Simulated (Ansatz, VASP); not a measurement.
**One calculation of LiF, two programs**

Contents of INCAR:

```
PREC = Accurate
ENCUT = 520
EDIFF = 1E-6
ISMEAR = 0
SIGMA = 0.01
LREAL = False
LASPH = True
NELM = 80
ALGO = Normal
ISIF = 2
LWAVE = False
LCHARG = False
GGA = PE
NBANDS = 18
```

The input KPOINTS:

```
Automatic mesh
0
Gamma
  9 9 6
```

The input POSCAR:

```
LiF
1.0
    3.3292311738      0.0000000000      0.0000000000
   -1.6646155869      2.8831987715      0.0000000000
    0.0000000000      0.0000000000      4.0957840499
Li F
2 2
Direct
    0.3333333333      0.6666666667      0.2500000000
    0.6666666667      0.3333333333      0.7500000000
    0.6666666667      0.3333333333      0.2500000000
    0.3333333333      0.6666666667      0.7500000000
```

Input for Ansatz:

```yaml
crystal:
  lattice:
    - [3.3292311738, 0.0, 0.0]
    - [-1.6646155869, 2.8831987715, 0.0]
    - [0.0, 0.0, 4.0957840499]
  atoms:
    - { symbol: Li, position: [0.3333333333, 0.6666666667, 0.25] }
    - { symbol: Li, position: [0.6666666667, 0.3333333333, 0.75] }
    - { symbol: F, position: [0.6666666667, 0.3333333333, 0.25] }
    - { symbol: F, position: [0.3333333333, 0.6666666667, 0.75] }
kpoints:
  mp_grid: { grid: [9, 9, 6] }
hamiltonian:
  xc: pbe
scf:
  occupations: { method: fixed }
  n_extra_bands: 5
output:
  forces: true
  stress: true
  eigenvalues: true
```

Alike in both runs: task single point; functional PBE; k mesh 9 × 9 × 6; no spin polarisation.

|  | VASP | Ansatz |
| --- | --- | --- |
| version | VASP 6.6.1 | Ansatz 0.2.0 |
| potentials or method | VASP PAW PBE potentials, release 64 (Li_sv, F) | plane waves, PAW |
| plane-wave cutoff (eV) | 520 | 420 |
| occupations | gaussian, width 0.01 eV | fixed |
| valence electrons in the cell | 20 | 20 |

|  | VASP | Ansatz | Ansatz less VASP |
| --- | --- | --- | --- |
| gap on the k mesh at the Fermi level (eV) | 7.53 | 7.54 | +0.005 |

Noted on VASP's run: the cutoff is short for stress, so the pressure is rough.
